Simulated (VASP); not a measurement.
# ZnO (P4/mmm) in VASP: notebook

The runs below take ZnO through single point, with PBE.

Everything below comes from runs of VASP 6.6.1. Logs are shortened: lines on timing, memory, paths and dates and some standing lists are left out, and cuts for length are marked.

## (1) The cell of the first run

It takes space group P4/mmm (No. 123, tetragonal). The conventional cell has a = 4.711 Å, b = 4.711 Å, c = 3.459 Å, α = 90.00°, β = 90.00°, γ = 90.00°. Within 2.3 Å of Zn (site symmetry 4/mmm) lie 2 O at 1.73 Å. O (site symmetry 4/mmm) has 2 Zn at 1.73 Å within 2.3 Å.

The cell was built from a structure type or drawn by symmetry, and may not be a known phase.

## (2) Single point, PBE

Input file INCAR:

```
SYSTEM = ZnO
PREC = Accurate
ENCUT = 520
EDIFF = 1E-7
ISMEAR = 0
SIGMA = 0.02
LREAL = .FALSE.
LASPH = .TRUE.
NELM = 60
ALGO = Normal
ISIF = 2
LWAVE = .FALSE.
LCHARG = .FALSE.
GGA = PE
NBANDS = 16
```

Input file KPOINTS:

```
Automatic mesh
0
G
  6 6 8
  0 0 0
```

Input file POSCAR:

```
ZnO
1.0
    4.7114356405      0.0000000000      0.0000000000
    0.0000000000      4.7114356405      0.0000000000
    0.0000000000      0.0000000000      3.4588529927
Zn O
1 1
Direct
    0.0000000000      0.0000000000      0.0000000000
    0.0000000000      0.0000000000      0.5000000000
```

Potentials or basis: VASP PAW PBE potentials, release 64 (Zn, O).

Run with:

```console
> cat potpaw_PBE.64/Zn/POTCAR potpaw_PBE.64/O/POTCAR > POTCAR
> mpirun -np 1 vasp_std > vasp.out
```

OUTCAR:

```text
SYSTEM = ZnO
   PREC = Accurate
   ENCUT = 520
   EDIFF = 1E-7
   ISMEAR = 0
   LREAL = .FALSE.
   LASPH = .TRUE.
   NELM = 60
   ISIF = 2
   GGA = PE

 ion  position               nearest neighbor table
   1  0.000  0.000  0.000-   2 1.73   2 1.73
   2  0.000  0.000  0.500-   1 1.73   1 1.73

  LATTYP: Found a simple tetragonal cell.
 ALAT       =     4.7114356405
 C/A-ratio  =     0.7341399218

  Lattice vectors:

 A1 = (   4.7114356405,   0.0000000000,   0.0000000000)
 A2 = (   0.0000000000,   4.7114356405,   0.0000000000)
 A3 = (   0.0000000000,   0.0000000000,   3.4588529927)

Analysis of symmetry for initial positions (statically):
=====================================================================
 Subroutine PRICEL returns:
 Original cell was already a primitive cell.

 Routine SETGRP: Setting up the symmetry group for a
 simple tetragonal supercell.

 Subroutine GETGRP returns: Found 16 space group operations
 (whereof 16 operations were pure point group operations)
 out of a pool of 16 trial point group operations.

The static configuration has the point symmetry D_4h.

Analysis of symmetry for dynamics (positions and initial velocities):
=====================================================================
 Subroutine PRICEL returns:
 Original cell was already a primitive cell.

 Routine SETGRP: Setting up the symmetry group for a
 simple tetragonal supercell.

 Subroutine GETGRP returns: Found 16 space group operations
 (whereof 16 operations were pure point group operations)
 out of a pool of 16 trial point group operations.

The dynamic configuration has the point symmetry D_4h.

 Subroutine INISYM returns: Found 16 space group operations
 (whereof 16 operations are pure point group operations),
 and found     1 'primitive' translations

----------------------------------------------------------------------------------------

                                     Primitive cell

  volume of cell :      76.7783

  direct lattice vectors                    reciprocal lattice vectors
     4.711435641  0.000000000  0.000000000     0.212249530  0.000000000  0.000000000
     0.000000000  4.711435641  0.000000000     0.000000000  0.212249530  0.000000000
     0.000000000  0.000000000  3.458852993     0.000000000  0.000000000  0.289113184

  length of vectors
[... 80 lines left out ...]
   ENCUT  =  520.0 eV  38.22 Ry    6.18 a.u.   8.76  8.76  6.43*2*pi/ulx,y,z
   NELM   =     60;   NELMIN=  2; NELMDL= -5     # of ELM steps
   EDIFF  = 0.1E-06   stopping-criterion for ELM
   LREAL  =      F    real-space projection
   EDIFFG = 0.1E-05   stopping-criterion for IOM
   NSW    =      0    number of steps for IOM
   IBRION =     -1    ionic relax: 0-MD 1-quasi-New 2-CG
   NFREE  =      0    steps in history (QN), initial steepest desc. (CG)
   ISIF   =      2    stress and relaxation
   ISYM   =      2    0-nonsym 1-usesym 2-fastsym
   POTIM  = 0.5000    time-step for ionic-motion
   TEBEG  =    0.0;   TEEND  =   0.0 temperature during run
   PSTRESS=    0.0 pullay stress
   NELECT =      18.0000    total number of electrons
   NUPDOWN=      -1.0000    fix difference up-down
   EMIN   =  10.00;   EMAX   =-10.00  energy-range for DOS
   EFERMI =   0.00;   METHOD = LEGACY
   ISMEAR =     0;   SIGMA  =   0.02  broadening in eV -4-tet -1-fermi 0-gaus
   EFERMI_NEDOS =   21; number of points for ismear=-14 and -15
   IALGO  =     38    algorithm
   IMIX   =      4    mixing-type and parameters
     AMIX     =   0.40;   BMIX     =  1.00
     AMIX_MAG =   1.60;   BMIX_MAG =  1.00
  volume/ion in A,a.u.               =      38.39       259.06
  Fermi-wavevector in a.u.,A,eV,Ry     =   1.009453  1.907590 13.864275  1.018995
  Thomas-Fermi vector in A             =   2.142382
   LORBIT       =      0    0 simple, 1 ext, 2 COOP (PROOUT), +10 PAW based schemes
   GGA     = PE    functional components
   LHFCALC =     F    Hartree Fock is set to
   AEXX    =    0.0000 exact exchange contribution
   IVDW    =     0    specifies the selected vdW correction
   LEPSILON=     F    determine dielectric tensor
   LRPA    =     F    only Hartree local field effects (RPA)
 non-spin polarized calculation
 Gauss-broadening in eV      SIGMA  =   0.02
  energy-cutoff  :      520.00
  volume of cell :       76.78
 maximum number of plane-waves:      2096
 NGX is ok and might be reduce to    36
   NGX = 17   NGY = 17   NGZ = 13

 number of electron      17.9999999 magnetization

 Free energy of the ion-electron system (eV)
  ---------------------------------------------------
  ext. energy  EPLUGINS =         0.00000000
  ---------------------------------------------------
  free energy    TOTEN  =        -7.49648751 eV

  energy without entropy =       -7.49648751  energy(sigma->0) =       -7.49648751

 E-fermi :  -3.4431     XC(G=0):  -5.3165

 val. band max:       -3.6071962734   @ k =   0.5000   0.0000   0.5000
 cond. band min:      -1.7642010079   @ k =   0.0000   0.0000   0.0000
 fundamental gap:      1.8429952655
 Fermi energy:        -3.4430702903

 k-point     1 :       0.0000    0.0000    0.0000
  band No.  band energies     occupation
      1     -20.7530      2.00000
      2      -9.1695      2.00000
      3      -9.1537      2.00000
      4      -9.0577      2.00000
      5      -9.0577      2.00000
      6      -8.5263      2.00000
[... 433 lines left out ...]
      3      -9.3783      2.00000
      4      -9.3649      2.00000
      5      -9.1536      2.00000
      6      -9.1524      2.00000
[... 8 lines left out ...]
     15       7.4997      0.00000
     16       8.8164      0.00000

 [... further k-points ...]

------------------------ aborting loop because EDIFF is reached ----------------------------------------

  FORCE on cell =-STRESS in cart. coord.  units (eV):
  Direction    XX          YY          ZZ          XY          YZ          ZX
  --------------------------------------------------------------------------------------
  -------------------------------------------------------------------------------------
  Total       -0.0033369     -0.0033369      0.6550846      0.0000000      0.0000000      0.0000000
  in kB       -0.0696328     -0.0696328     13.6700269      0.0000000      0.0000000      0.0000000
  external PRESSURE =       4.5102538 kB  Pullay stress =       0.0000000 kB

 VOLUME and BASIS-vectors are now :
 -----------------------------------------------------------------------------
  energy-cutoff  :      520.00
  volume of cell :       76.78
      direct lattice vectors                 reciprocal lattice vectors
     4.711435641  0.000000000  0.000000000     0.212249530  0.000000000  0.000000000
     0.000000000  4.711435641  0.000000000     0.000000000  0.212249530  0.000000000
     0.000000000  0.000000000  3.458852993     0.000000000  0.000000000  0.289113184

 POSITION                                       TOTAL-FORCE (eV/Angst)
 -----------------------------------------------------------------------------------
      0.00000      0.00000      0.00000         0.000000      0.000000      0.000000
      0.00000      0.00000      1.72943         0.000000      0.000000      0.000000
 -----------------------------------------------------------------------------------
    total drift:                               -0.000000     -0.000000     -0.000000

  FREE ENERGIE OF THE ION-ELECTRON SYSTEM (eV)
  ---------------------------------------------------
  free  energy   TOTEN  =        -7.4964875055 eV

  energy  without entropy=       -7.4964875055  energy(sigma->0) =       -7.49648751
```

stdout:

```text
POSCAR found type information on POSCAR ZnO
 POSCAR found :  2 types and       2 ions
 scaLAPACK will be used
 LDA part: xc-table for (Slater+PW92), standard interpolation
 POSCAR, INCAR and KPOINTS ok, starting setup
 FFT: planning ... GRIDC
 FFT: planning ... GRID_SOFT
 FFT: planning ... GRID
 WAVECAR not read
 entering main loop
```

It took 24 s on 1 thread of AMD EPYC 9R45 (Zen 5), shared host; peak memory 0.19 GiB.

What came out:

* Free energy: -7.4965 eV
* Pressure: 0.5 GPa
* Band gap on the k mesh: 1.84 eV (least direct gap 3.33 eV)

Stress tensor (GPa, compression positive):
```
-0.01  0.00  0.00
 0.00 -0.01  0.00
 0.00  0.00  1.37
```

Levels at points of the mesh, in eV from the valence-band top:
| k point | band 6 | band 7 | band 8 | band 9 | band 10 | band 11 | band 12 | band 13 |
| --- | --- | --- | --- | --- | --- | --- | --- | --- |
| (0.00, 0.00, 0.00) | -4.92 | -3.29 | -1.49 | -1.49 | 1.84 | 8.05 | 8.14 | 8.14 |
| (0.50, 0.00, 0.00) | -4.88 | -3.28 | -1.78 | -1.46 | 2.82 | 4.77 | 8.84 | 9.24 |
| (0.50, 0.50, 0.00) | -4.85 | -3.27 | -1.72 | -1.72 | 3.74 | 5.81 | 5.81 | 6.34 |
| (0.00, 0.00, 0.50) | -5.54 | -3.02 | -0.01 | -0.01 | 5.90 | 6.81 | 7.05 | 7.05 |
| (0.50, 0.00, 0.50) | -5.54 | -2.91 | -0.12 | 0.00 | 4.85 | 7.00 | 7.36 | 8.75 |
| (0.50, 0.50, 0.50) | -5.53 | -2.81 | -0.10 | -0.10 | 5.37 | 5.37 | 8.16 | 9.22 |

A k mesh can miss the band edges.

## (3) Single point, PBE

Input file INCAR:

```
SYSTEM = ZnO
  ALGO = Normal
  EDIFF = 1E-6
  ENCUT = 520
  GGA = PE
  ISIF = 2
  ISMEAR = 0
  LASPH = .True.
  LCHARG = .True.
  LELF = .True.
  LREAL = .False.
  LVHAR = .True.
  LWAVE = .False.
  NBANDS = 16
  NELM = 100
  PREC = Accurate
  SIGMA = 0.02
```

Input file KPOINTS:

```
k-points
0
Gamma
  8 8 8
  0 0 0
```

POSCAR is that of step 2.

Potentials or basis: VASP PAW PBE potentials, release 64 (Zn, O).

Run with:

```console
> cat potpaw_PBE.64/Zn/POTCAR potpaw_PBE.64/O/POTCAR > POTCAR
> mpirun -np 1 vasp_std > vasp.out
```

OUTCAR:

```text
SYSTEM = ZnO
   EDIFF = 1E-6
   ENCUT = 520
   GGA = PE
   ISIF = 2
   ISMEAR = 0
   LASPH = .True.
   LREAL = .False.
   NELM = 100
   PREC = Accurate

 ion  position               nearest neighbor table
   1  0.000  0.000  0.000-   2 1.73   2 1.73
   2  0.000  0.000  0.500-   1 1.73   1 1.73

  LATTYP: Found a simple tetragonal cell.
 ALAT       =     4.7114356405
 C/A-ratio  =     0.7341399218

  Lattice vectors:

 A1 = (   4.7114356405,   0.0000000000,   0.0000000000)
[... 643 lines left out ...]
------------------------ aborting loop because EDIFF is reached ----------------------------------------

  FORCE on cell =-STRESS in cart. coord.  units (eV):
  Direction    XX          YY          ZZ          XY          YZ          ZX
  --------------------------------------------------------------------------------------
  -------------------------------------------------------------------------------------
  Total        0.0026161      0.0026161      0.6565730      0.0000000     -0.0000000      0.0000000
  in kB        0.0545919      0.0545919     13.7010855      0.0000000     -0.0000000      0.0000000
  external PRESSURE =       4.6034231 kB  Pullay stress =       0.0000000 kB

 VOLUME and BASIS-vectors are now :
 -----------------------------------------------------------------------------
  energy-cutoff  :      520.00
  volume of cell :       76.78
      direct lattice vectors                 reciprocal lattice vectors
     4.711435641  0.000000000  0.000000000     0.212249530  0.000000000  0.000000000
     0.000000000  4.711435641  0.000000000     0.000000000  0.212249530  0.000000000
     0.000000000  0.000000000  3.458852993     0.000000000  0.000000000  0.289113184

 POSITION                                       TOTAL-FORCE (eV/Angst)
 -----------------------------------------------------------------------------------
      0.00000      0.00000      0.00000         0.000000      0.000000      0.000000
      0.00000      0.00000      1.72943         0.000000      0.000000      0.000000
 -----------------------------------------------------------------------------------
    total drift:                               -0.000000     -0.000000     -0.000000

  FREE ENERGIE OF THE ION-ELECTRON SYSTEM (eV)
  ---------------------------------------------------
  free  energy   TOTEN  =        -7.4964858339 eV

  energy  without entropy=       -7.4964858339  energy(sigma->0) =       -7.49648583
```

OSZICAR:

```text
N       E                     dE             d eps       ncg     rms          rms(c)
DAV:   1     0.108445484782E+03    0.10845E+03   -0.86132E+03  2400   0.111E+03
DAV:   2     0.295175364245E+00   -0.10815E+03   -0.98289E+02  2808   0.256E+02
DAV:   3    -0.102702375024E+02   -0.10565E+02   -0.10516E+02  2544   0.813E+01
DAV:   4    -0.103757922874E+02   -0.10555E+00   -0.10553E+00  3152   0.939E+00
DAV:   5    -0.103764183329E+02   -0.62605E-03   -0.62604E-03  2760   0.633E-01    0.141E+01
DAV:   6    -0.749568966225E+01    0.28807E+01   -0.78763E+00  3400   0.703E+01    0.714E+00
DAV:   7    -0.754652075934E+01   -0.50831E-01   -0.15728E+00  2520   0.118E+01    0.441E+00
DAV:   8    -0.752268718213E+01    0.23834E-01   -0.43033E-01  2496   0.467E+00    0.127E+00
DAV:   9    -0.749386627258E+01    0.28821E-01   -0.11817E-01  3288   0.337E+00    0.255E-01
DAV:  10    -0.749573451711E+01   -0.18682E-02   -0.71061E-03  2584   0.643E-01    0.127E-01
DAV:  11    -0.749647376398E+01   -0.73925E-03   -0.66136E-04  2520   0.227E-01    0.334E-02
DAV:  12    -0.749648828487E+01   -0.14521E-04   -0.10301E-04  3184   0.195E-01    0.148E-02
DAV:  13    -0.749649093801E+01   -0.26531E-05   -0.63855E-05  2936   0.996E-02    0.161E-02
DAV:  14    -0.749648564157E+01    0.52964E-05   -0.17733E-05  3136   0.413E-02    0.153E-03
DAV:  15    -0.749648583387E+01   -0.19230E-06   -0.16036E-06  2408   0.964E-03
   1 F= -.74964858E+01 E0= -.74964858E+01  d E =-.285366E-13
```

Run time: 33 s. Hardware: 1 thread of AMD EPYC 9R45 (Zen 5), shared host; peak memory 0.21 GiB.

Results:

```yaml
Free_energy: -7.4965 eV
Pressure: 0.5 GPa
Band_gap_on_the_k_mesh: 1.84 eV (least direct gap 3.33 eV)
```

Stress tensor (GPa, compression positive):
```
0.01 0.00 0.00
0.00 0.01 0.00
0.00 0.00 1.37
```

Levels at points of the mesh, in eV from the valence-band top:
| k point | band 6 | band 7 | band 8 | band 9 | band 10 | band 11 | band 12 | band 13 |
| --- | --- | --- | --- | --- | --- | --- | --- | --- |
| (0.00, 0.00, 0.00) | -4.92 | -3.29 | -1.49 | -1.49 | 1.84 | 8.05 | 8.14 | 8.14 |
| (0.50, 0.00, 0.00) | -4.88 | -3.28 | -1.78 | -1.46 | 2.82 | 4.77 | 8.84 | 9.24 |
| (0.50, 0.50, 0.00) | -4.85 | -3.27 | -1.72 | -1.72 | 3.74 | 5.81 | 5.81 | 6.34 |
| (0.00, 0.00, 0.50) | -5.54 | -3.02 | -0.01 | -0.01 | 5.90 | 6.81 | 7.05 | 7.05 |
| (0.50, 0.00, 0.50) | -5.54 | -2.91 | -0.12 | 0.00 | 4.85 | 7.00 | 7.36 | 8.75 |
| (0.50, 0.50, 0.50) | -5.53 | -2.81 | -0.10 | -0.10 | 5.37 | 5.37 | 8.16 | 9.22 |

A k mesh can miss the band edges.
